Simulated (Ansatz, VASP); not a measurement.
## Two plane-wave programs on MgO

Contents of INCAR:

```
SYSTEM = MgO
ALGO     = Normal         ! electronic algorithm
EDIFF    = 1E-7           ! SCF threshold, eV
ENCUT    = 520            ! plane-wave cutoff, eV
GGA      = PE             ! functional
ISIF     = 2              ! what is computed and relaxed
ISMEAR   = 0              ! smearing method
LASPH    = .True.         ! aspherical terms in the spheres
LCHARG   = .False.        ! write CHGCAR
LREAL    = .False.        ! projectors in reciprocal space
LWAVE    = .False.        ! write WAVECAR
NBANDS   = 16             ! bands
NELM     = 60             ! most SCF steps
PREC     = Accurate       ! precision mode
SIGMA    = 0.05           ! smearing width, eV
```

Contents of KPOINTS:

```
k-points
0
Gamma
  9 9 6
  0 0 0
```

Contents of POSCAR:

```
MgO
1.0
    3.2379000000      0.0000000000      0.0000000000
   -1.6189500000      2.8041036549      0.0000000000
    0.0000000000      0.0000000000      4.8484000000
Mg O
2 2
Direct
    0.3333333333      0.6666666667      0.0063188013
    0.6666666667      0.3333333333      0.5063188013
    0.3333333333      0.6666666667      0.3982811987
    0.6666666667      0.3333333333      0.8982811987
```

Input for Ansatz:

```yaml
crystal:
  lattice:
    - [3.2379, 0.0, 0.0]
    - [-1.61895, 2.8041036549, 0.0]
    - [0.0, 0.0, 4.8484]
  atoms:
    - { symbol: Mg, position: [0.3333333333, 0.6666666667, 0.0063188013] }
    - { symbol: Mg, position: [0.6666666667, 0.3333333333, 0.5063188013] }
    - { symbol: O, position: [0.3333333333, 0.6666666667, 0.3982811987] }
    - { symbol: O, position: [0.6666666667, 0.3333333333, 0.8982811987] }
basis:
  ecutwfc: 520.0
kpoints:
  mp_grid: { grid: [9, 9, 6] }
hamiltonian:
  xc: pbe
  pseudopotentials: { kind: paw, azcp: { folder: soft_1 } }
scf:
  occupations: { method: gaussian, width: 0.05 }
output:
  forces: true
  stress: true
  eigenvalues: true
```

Alike in both runs: task single point; functional PBE; k mesh 9 × 9 × 6; occupations gaussian, width 0.05 eV; no spin polarisation.

|  | VASP | Ansatz |
| --- | --- | --- |
| version | VASP 6.6.1 | Ansatz 0.2.0 |
| potentials or method | VASP PAW PBE potentials, release 64 (Mg, O), cutoff 520 eV | scalar-relativistic, plane waves, PAW |
| valence electrons in the cell | 16 | 32 |

Ansatz gave:

```
gap on the k mesh at the Fermi level (eV)                     : 3.92
least direct gap on the mesh (eV)                             : 3.92
pressure (GPa)                                                : 14.2
traceless stress, the component that is largest in VASP (GPa) : 4.54
rms of the force components (eV/Å)                            : 0.317
```

Q: What did VASP give for the same quantities?

A: gap on the k mesh at the Fermi level (eV): 3.91; least direct gap on the mesh (eV): 3.91; pressure (GPa): 13.9; traceless stress, the component that is largest in VASP (GPa): 4.64; rms of the force components (eV/Å): 0.321.

Atom by atom the forces differ by 0.004 eV/Å (rms over components). The functional is the same, so the differences come from potentials, cutoffs and numerics. VASP's potentials hold 16 valence electrons a cell and Ansatz's 32, so a difference there can come from the potentials and not from the codes.
